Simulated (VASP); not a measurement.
# Cd3SeS2 (P6_3mc) in VASP: relaxation of cell and atoms with PBE

Aim: the relaxation of cell and atoms of Cd3SeS2 with PBE.

Everything below comes from runs of VASP 6.6.1. Logs are shortened: lines on timing, memory, paths and dates and some standing lists are left out, and cuts for length are marked.

## (1) The cell of the first run

Symmetry: P6_3mc, No. 186, hexagonal system. The conventional cell has a = 4.290 Å, b = 4.290 Å, c = 20.697 Å, α = 90.00°, β = 90.00°, γ = 120.00°. Cd (site symmetry 3m) has 3 S at 2.60 Å and 1 Se at 2.68 Å within 3.4 Å. Cd (site symmetry 3m) has 1 S at 2.56 Å and 3 Se at 2.66 Å within 3.4 Å. Cd (site symmetry 3m) has 4 S at 2.57 to 2.60 Å within 3.4 Å. Se (site symmetry 3m) has 4 Cd at 2.66 to 2.68 Å within 3.5 Å. Within 3.4 Å of S (site symmetry 3m) lie 4 Cd at 2.56 to 2.60 Å. Within 3.4 Å of S (site symmetry 3m) lie 4 Cd at 2.57 to 2.60 Å.

## (2) Relaxation of cell and atoms, PBE

The input, INCAR:

```
ALGO     = Normal         # electronic algorithm
EDIFF    = 1E-7           # SCF threshold, eV
EDIFFG   = -0.01          # ionic threshold
ENCUT    = 600            # plane-wave cutoff, eV
GGA      = PE             # functional
IBRION   = 2              # ionic algorithm
ISIF     = 3              # what is computed and relaxed
ISMEAR   = 0              # smearing method
LASPH    = T              # aspherical terms in the spheres
LCHARG   = F              # write CHGCAR
LREAL    = F              # projectors in reciprocal space
LWAVE    = F              # write WAVECAR
NELM     = 100            # most SCF steps
NSW      = 100            # ionic steps
PREC     = Accurate       # precision mode
SIGMA    = 0.02           # smearing width, eV
```

The input, KPOINTS:

```
k-points
0
Gamma
  6 6 2
```

The input, POSCAR:

```
Cd3SeS2
1.0
    4.2901216571      0.0000000000      0.0000000000
   -2.1450608285      3.7153543404      0.0000000000
    0.0000000000      0.0000000000     20.6966334938
Cd Se S
6 2 4
Direct
    0.6666666667      0.3333333333      0.4947817300
    0.6666666667      0.3333333333      0.1711034077
    0.3333333333      0.6666666667      0.3329402317
    0.3333333333      0.6666666667      0.9947817300
    0.6666666667      0.3333333333      0.8329402317
    0.3333333333      0.6666666667      0.6711034077
    0.6666666667      0.3333333333      0.6244343287
    0.3333333333      0.6666666667      0.1244343287
    0.6666666667      0.3333333333      0.2948606750
    0.3333333333      0.6666666667      0.4568796269
    0.6666666667      0.3333333333      0.9568796269
    0.3333333333      0.6666666667      0.7948606750
```

Potentials or basis: VASP PAW PBE potentials, release 64 (Cd, Se, S).

The run is started by

```sh
> cat potpaw_PBE.64/Cd/POTCAR potpaw_PBE.64/Se/POTCAR potpaw_PBE.64/S/POTCAR > POTCAR
> mpirun -np 1 vasp_std > vasp.out
```

OUTCAR:

```text
EDIFF = 1E-7
   EDIFFG = -0.01
   ENCUT = 600
   GGA = PE
   IBRION = 2
   ISIF = 3
   ISMEAR = 0
   LASPH = T
   LREAL = F
   NELM = 100
   NSW = 100
   PREC = Accurate

 ion  position               nearest neighbor table
   1  0.667  0.333  0.495-  10 2.60  10 2.60  10 2.60   7 2.68
   2  0.667  0.333  0.171-   9 2.56   8 2.66   8 2.66   8 2.66
   3  0.333  0.667  0.333-  10 2.57   9 2.60   9 2.60   9 2.60
   4  0.333  0.667  0.995-  11 2.60  11 2.60  11 2.60   8 2.68
   5  0.667  0.333  0.833-  11 2.57  12 2.60  12 2.60  12 2.60
   6  0.333  0.667  0.671-  12 2.56   7 2.66   7 2.66   7 2.66
   7  0.667  0.333  0.624-   6 2.66   6 2.66   6 2.66   1 2.68
   8  0.333  0.667  0.124-   2 2.66   2 2.66   2 2.66   4 2.68
   9  0.667  0.333  0.295-   2 2.56   3 2.60   3 2.60   3 2.60
  10  0.333  0.667  0.457-   3 2.57   1 2.60   1 2.60   1 2.60
  11  0.667  0.333  0.957-   5 2.57   4 2.60   4 2.60   4 2.60
  12  0.333  0.667  0.795-   6 2.56   5 2.60   5 2.60   5 2.60

  LATTYP: Found a hexagonal cell.
 ALAT       =     4.2901216571
 C/A-ratio  =     4.8242532842

  Lattice vectors:

 A1 = (   4.2901216571,   0.0000000000,   0.0000000000)
 A2 = (  -2.1450608285,   3.7153543404,   0.0000000000)
 A3 = (   0.0000000000,   0.0000000000,  20.6966334938)

Analysis of symmetry for initial positions (statically):
=====================================================================
 Subroutine PRICEL returns:
 Original cell was already a primitive cell.

 Routine SETGRP: Setting up the symmetry group for a
 hexagonal supercell.

 Subroutine GETGRP returns: Found 12 space group operations
 (whereof  6 operations were pure point group operations)
 out of a pool of 24 trial point group operations.

The static configuration has the point symmetry C_3v.
 The point group associated with its full space group is C_6v.

Analysis of symmetry for dynamics (positions and initial velocities):
=====================================================================
 Subroutine PRICEL returns:
 Original cell was already a primitive cell.

 Routine SETGRP: Setting up the symmetry group for a
 hexagonal supercell.

 Subroutine GETGRP returns: Found 12 space group operations
 (whereof  6 operations were pure point group operations)
 out of a pool of 24 trial point group operations.

The dynamic configuration has the point symmetry C_3v.
 The point group associated with its full space group is C_6v.

 Subroutine INISYM returns: Found 12 space group operations
 (whereof  6 operations are pure point group operations),
 and found     1 'primitive' translations

----------------------------------------------------------------------------------------
[... 95 lines left out ...]
   ICHARG =      2    charge: 1-file 2-atom 10-const
   ISPIN  =      1    spin polarized calculation?
   LNONCOLLINEAR =      F non collinear calculations
   LSORBIT =      F    spin-orbit coupling
   LASPH  =      T    aspherical Exc in radial PAW
   ENCUT  =  600.0 eV  44.10 Ry    6.64 a.u.   8.57  8.57 41.34*2*pi/ulx,y,z
   NELM   =    100;   NELMIN=  2; NELMDL= -5     # of ELM steps
   EDIFF  = 0.1E-06   stopping-criterion for ELM
   LREAL  =      F    real-space projection
   EDIFFG = -.1E-01   stopping-criterion for IOM
   NSW    =    100    number of steps for IOM
   IBRION =      2    ionic relax: 0-MD 1-quasi-New 2-CG
   NFREE  =      1    steps in history (QN), initial steepest desc. (CG)
   ISIF   =      3    stress and relaxation
   ISYM   =      2    0-nonsym 1-usesym 2-fastsym
   POTIM  = 0.5000    time-step for ionic-motion
   TEBEG  =    0.0;   TEEND  =   0.0 temperature during run
   PSTRESS=    0.0 pullay stress
   NELECT =     108.0000    total number of electrons
   NUPDOWN=      -1.0000    fix difference up-down
   EMIN   =  10.00;   EMAX   =-10.00  energy-range for DOS
   EFERMI =   0.00;   METHOD = LEGACY
   ISMEAR =     0;   SIGMA  =   0.02  broadening in eV -4-tet -1-fermi 0-gaus
   EFERMI_NEDOS =   21; number of points for ismear=-14 and -15
   IALGO  =     38    algorithm
   IMIX   =      4    mixing-type and parameters
     AMIX     =   0.40;   BMIX     =  1.00
     AMIX_MAG =   1.60;   BMIX_MAG =  1.00
  volume/ion in A,a.u.               =      27.49       185.52
  Fermi-wavevector in a.u.,A,eV,Ry     =   1.128304  2.132186 17.321176  1.273071
  Thomas-Fermi vector in A             =   2.264994
   LORBIT       =      0    0 simple, 1 ext, 2 COOP (PROOUT), +10 PAW based schemes
   GGA     = PE    functional components
   LHFCALC =     F    Hartree Fock is set to
   AEXX    =    0.0000 exact exchange contribution
   IVDW    =     0    specifies the selected vdW correction
   LEPSILON=     F    determine dielectric tensor
   LRPA    =     F    only Hartree local field effects (RPA)
 conjugate gradient relaxation of ions
 non-spin polarized calculation
 Gauss-broadening in eV      SIGMA  =   0.02
  energy-cutoff  :      600.00
  volume of cell :      329.89
 maximum number of plane-waves:     11086
 NGX is ok and might be reduce to    36
   NGX = 17   NGY = 17   NGZ = 83

--------------------------------------- Ionic step        1  -------------------------------------------

 number of electron     107.9999981 magnetization

 Free energy of the ion-electron system (eV)
  ---------------------------------------------------
  ext. energy  EPLUGINS =         0.00000000
  ---------------------------------------------------
  free energy    TOTEN  =       -35.49750936 eV

  energy without entropy =      -35.49750936  energy(sigma->0) =      -35.49750936

------------------------ aborting loop because EDIFF is reached ----------------------------------------

  FORCE on cell =-STRESS in cart. coord.  units (eV):
  Direction    XX          YY          ZZ          XY          YZ          ZX
  --------------------------------------------------------------------------------------
  -------------------------------------------------------------------------------------
  Total       -1.0586742     -1.0586742      0.7907130     -0.0000000      0.0000000      0.0000000
  in kB       -5.1416599     -5.1416599      3.8402535     -0.0000000      0.0000000      0.0000000
  external PRESSURE =      -2.1476887 kB  Pullay stress =       0.0000000 kB
[... 309 lines left out ...]
--------------------------------------- Ionic step        8  -------------------------------------------

 number of electron     107.9999984 magnetization

 Free energy of the ion-electron system (eV)
  ---------------------------------------------------
  ext. energy  EPLUGINS =         0.00000000
  ---------------------------------------------------
  free energy    TOTEN  =       -35.50596494 eV

  energy without entropy =      -35.50596494  energy(sigma->0) =      -35.50596494

 E-fermi :   0.9996     XC(G=0):  -8.8006

 val. band max:        0.9072144127   @ k =   0.0000   0.0000   0.0000
 cond. band min:       1.6233438050   @ k =   0.0000   0.0000   0.0000
 fundamental gap:      0.7161293923
 Fermi energy:         0.9996382420

 k-point     1 :       0.0000    0.0000    0.0000
  band No.  band energies     occupation
      1     -11.3948      2.00000
      2     -11.3136      2.00000
      3     -11.2899      2.00000
      4     -11.1341      2.00000
      5     -11.1003      2.00000
      6     -11.0271      2.00000
[... 966 lines left out ...]
  FREE ENERGIE OF THE ION-ELECTRON SYSTEM (eV)
  ---------------------------------------------------
  free  energy   TOTEN  =       -35.5059649377 eV

  energy  without entropy=      -35.5059649377  energy(sigma->0) =      -35.50596494

 reached required accuracy - stopping structural energy minimisation
```

OSZICAR:

```text
N       E                     dE             d eps       ncg     rms          rms(c)
DAV:   1     0.844401438728E+03    0.84440E+03   -0.55519E+04  1792   0.171E+03
DAV:   2     0.235943440227E+02   -0.82081E+03   -0.79993E+03  1992   0.394E+02
[... 83 lines left out ...]
DAV:   1    -0.355059953242E+02   -0.81915E-04   -0.11991E-02  1808   0.447E-01    0.549E-02
DAV:   2    -0.355059717050E+02    0.23619E-04   -0.25136E-04  2080   0.829E-02    0.217E-02
DAV:   3    -0.355059652133E+02    0.64917E-05   -0.13307E-05  2112   0.198E-02    0.157E-02
DAV:   4    -0.355059641941E+02    0.10191E-05   -0.39038E-06  2120   0.122E-02    0.504E-03
DAV:   5    -0.355059647330E+02   -0.53886E-06   -0.15059E-06  2144   0.653E-03    0.282E-03
DAV:   6    -0.355059649235E+02   -0.19051E-06   -0.10232E-07  1240   0.213E-03    0.189E-03
DAV:   7    -0.355059649377E+02   -0.14186E-07   -0.27972E-08  1152   0.949E-04
   8 F= -.35505965E+02 E0= -.35505965E+02  d E =-.515046E-04
```

Wall time 23 min (1 thread of Intel Xeon 6975P-C (Granite Rapids), shared host); peak memory 0.73 GiB.

Results:

* Free energy: -35.5060 eV
* Relaxed volume: 27.36 Å³/atom
* Relaxed cell: a = 4.264 Å, b = 4.264 Å, c = 20.856 Å, α = 90.00°, β = 90.00°, γ = 120.00°
* Space group after relaxing (to 0.1 Å): P6_3mc (No. 186)
* Energy gained by relaxing: 0.7 meV/atom
* Ionic steps: 8
* Pressure after relaxing: 0.0 GPa
* Largest force after relaxing: 0.009 eV/Å
* Band gap on the k mesh: 0.72 eV

Forces in eV/Å, atoms in the order of the input:
```
Cd   0.000  0.000  0.000
Cd   0.000  0.000 -0.004
Cd   0.000  0.000  0.007
Cd   0.000  0.000  0.000
Cd   0.000  0.000  0.007
Cd   0.000  0.000 -0.004
Se   0.000  0.000  0.009
Se   0.000  0.000  0.009
S    0.000  0.000 -0.005
S    0.000  0.000 -0.007
S    0.000  0.000 -0.007
S    0.000  0.000 -0.005
```

Step by step:
```tsv
step	energy change (eV)	largest force (eV/Å)	pressure (GPa)	volume (Å³)
1	0.0000	0.0547	-0.21	329.89
2	-0.0068	0.0346	0.04	328.13
3	-0.0068	0.0382	0.06	328.02
4	-0.0074	0.0288	0.00	328.42
5	-0.0077	0.0302	-0.09	329.00
6	-0.0080	0.0258	-0.07	328.83
7	-0.0084	0.0157	-0.01	328.41
8	-0.0085	0.0088	0.00	328.36
```

Final structure:
```yaml
crystal:
  lattice:
    - [4.26374, 0.00000, 0.00000]
    - [-2.13187, 3.69251, 0.00000]
    - [0.00000, 0.00000, 20.85609]
  atoms:
    - { symbol: Cd, position: [0.66667, 0.33333, 0.49509] }
    - { symbol: Cd, position: [0.66667, 0.33333, 0.17134] }
    - { symbol: Cd, position: [0.33333, 0.66667, 0.33310] }
    - { symbol: Cd, position: [0.33333, 0.66667, 0.99509] }
    - { symbol: Cd, position: [0.66667, 0.33333, 0.83310] }
    - { symbol: Cd, position: [0.33333, 0.66667, 0.67134] }
    - { symbol: Se, position: [0.66667, 0.33333, 0.62404] }
    - { symbol: Se, position: [0.33333, 0.66667, 0.12405] }
    - { symbol: S, position: [0.66667, 0.33333, 0.29468] }
    - { symbol: S, position: [0.33333, 0.66667, 0.45674] }
    - { symbol: S, position: [0.66667, 0.33333, 0.95674] }
    - { symbol: S, position: [0.33333, 0.66667, 0.79468] }
```

Caveat: semilocal functionals underestimate gaps, and a narrow one can read as zero.
